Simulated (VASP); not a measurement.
Input of a VASP 6.6.1 run:

INCAR

```
PREC = Accurate
ENCUT = 520
EDIFF = 1E-6
ISMEAR = -1
SIGMA = 0.03
LREAL = F
LASPH = T
NELM = 100
ALGO = Normal
ISIF = 2
LWAVE = F
LCHARG = F
GGA = PS
NBANDS = 15
```

Contents of KPOINTS:

```
Automatic mesh
0
Gamma
  16 16 16
```

Contents of POSCAR:

```
TiC
1.0
    0.0000000000      2.2289200000      2.1640000000
    2.2289200000      0.0000000000      2.1640000000
    2.2289200000      2.2289200000      0.0000000000
Ti C
1 1
Direct
    0.0000000000      0.0000000000      0.0000000000
    0.5000000000      0.5000000000      0.5000000000
```

Potentials or basis: VASP PAW PBE potentials, release 64 (Ti_sv, C).

The run is started by

```sh
$ cat potpaw_PBE.64/Ti_sv/POTCAR potpaw_PBE.64/C/POTCAR > POTCAR
$ mpirun -np 1 vasp_std > vasp.out
```

(1) Estimate the band gap on the k mesh.

(2) What does it give for the pressure?

Results:

(1) zero (band 8 reaches 9.43 eV, above the bottom of band 9 at 8.09 eV).

(2) -18.3 GPa.

Caveat: the cell differs from its parent crystal (equal xx and yy strain of +3 %); the PAW data sets were made with another functional, which shifts forces and pressure a little.
